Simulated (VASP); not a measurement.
Input of a VASP 6.6.1 run:

Contents of INCAR:

```
SYSTEM = NaCl
PREC = Accurate ; ENCUT = 520
EDIFF = 1E-6 ; ISMEAR = -1
SIGMA = 0.05 ; LREAL = .False.
LASPH = .True. ; NELM = 80
ALGO = Normal ; ISIF = 2
LWAVE = .False. ; LCHARG = .False.
GGA = PE ; IVDW = 12
NBANDS = 14
```

KPOINTS

```
Automatic mesh
0
Gamma
  8 8 8
  0 0 0
```

POSCAR

```
NaCl
1.0
    0.0000000000      2.7906636308      2.7906636308
    2.7906636308      0.0000000000      2.7906636308
    2.7906636308      2.7906636308      0.0000000000
Cl Na
1 1
Direct
    0.5000000000      0.5000000000      0.5000000000
    0.0000000000      0.0000000000      0.0000000000
```

Potentials or basis: VASP PAW PBE potentials, release 64 (Cl, Na_pv).

Run with:

```console
$ cat potpaw_PBE.64/Cl/POTCAR potpaw_PBE.64/Na_pv/POTCAR > POTCAR
$ mpirun -np 1 vasp_std > vasp.out
```

(1) Estimate the pressure.

(2) What does it give for the dispersion energy per atom?

(3) What does it give for the band gap on the k mesh?

Results:

(1) -0.1 GPa.

(2) -0.222 eV.

(3) 5.23 eV, direct.
